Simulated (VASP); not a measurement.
A run of VASP 6.6.1 is set up as follows.

POSCAR

```
Ir
1.0
    0.0000000000      1.9676925000      1.8717075000
    1.9676925000      0.0000000000      1.8717075000
    1.9676925000      1.9676925000      0.0000000000
Ir
1
Direct
    0.0000000000      0.0000000000      0.0000000000
```

INCAR.step1

```
SYSTEM = Ir
PREC = Accurate
ENCUT = 520
ISMEAR = 0
SIGMA = 0.15
LREAL = .False.
LASPH = .True.
NELM = 100
NBANDS = 10
GGA = PE
ALGO = Normal
EDIFF = 1E-4
LWAVE = .True.
LCHARG = .False.
```

The input INCAR.step2:

```
SYSTEM = Ir
PREC = Accurate
ENCUT = 520
EDIFF = 1E-7
ISMEAR = 0
SIGMA = 0.15
LREAL = .False.
LASPH = .True.
NELM = 100
ALGO = Normal
ISIF = 2
LWAVE = .False.
LCHARG = .False.
METAGGA = R2SCAN
LMIXTAU = .True.
NBANDS = 10
ISTART = 1
```

Contents of KPOINTS:

```
regular mesh
0
Gamma
  22 22 22
  0 0 0
```

Potentials or basis: VASP PAW PBE potentials, release 64 (Ir).

Run with:

```console
$ cat potpaw_PBE.64/Ir/POTCAR > POTCAR
$ cp INCAR.step1 INCAR
$ mpirun -np 1 vasp_std > vasp.out
$ cp INCAR.step2 INCAR
$ mpirun -np 1 vasp_std > vasp.out
```

Problem. Estimate the pressure.

Solution. -4.4 GPa.

Problem. Estimate the band gap on the k mesh.

Solution. Zero (an odd number of electrons rules out a gap without spin polarisation).

Stress tensor (GPa, compression positive):
```
-10.16   0.00   0.00
  0.00 -10.16   0.00
  0.00   0.00   7.18
```

Caveat: the cell differs from its parent crystal (strain +0.025 along x and y, -0.025 along z); the stress differs along the axes, from -10 to 7 GPa; the PAW data sets were made with another functional, which shifts forces and pressure a little; spin-orbit coupling is left out, which moves the levels of the heavy elements.
